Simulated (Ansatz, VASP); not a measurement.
## TiAl: VASP beside Ansatz

```xyz
2
Lattice="3.1326 0.0000 0.0000 -1.5663 2.7129 0.0000 0.0000 0.0000 4.6199" Properties=species:S:1:pos:R:3 pbc="T T T"
Ti    0.0000    0.0000    0.0000
Al    0.0000    1.8086    2.3100
```

Change from the starting cell: strain +0.1000 x Voigt [1, 1, 0, 0, 0, 0], atoms carried along.

Alike in both runs: task single point; functional PBEsol; k mesh 24 × 24 × 14; occupations gaussian, width 0.15 eV; no spin polarisation.

```csv
,VASP,Ansatz
version,VASP 6.6.1,Ansatz 0.2.0
potentials or method,"VASP PAW PBE potentials, release 64 (Ti_sv, Al), cutoff 500 eV","scalar-relativistic, plane waves, PAW"
valence electrons in the cell,15,15
```

Ansatz gave:

- gap on the k mesh at the Fermi level (eV): none
- pressure (GPa): -13.8
- traceless stress, the component that is largest in VASP (GPa): 3.43

Problem. Which values does VASP return?

Solution. gap on the k mesh at the Fermi level (eV): none; pressure (GPa): -13.8; traceless stress, the component that is largest in VASP (GPa): 3.45.

VASP's potentials were made for PBE, not for PBEsol. A gap of «none» marks a metal or a gap that the smearing closes. The functional is the same, so the differences come from potentials, cutoffs and numerics.
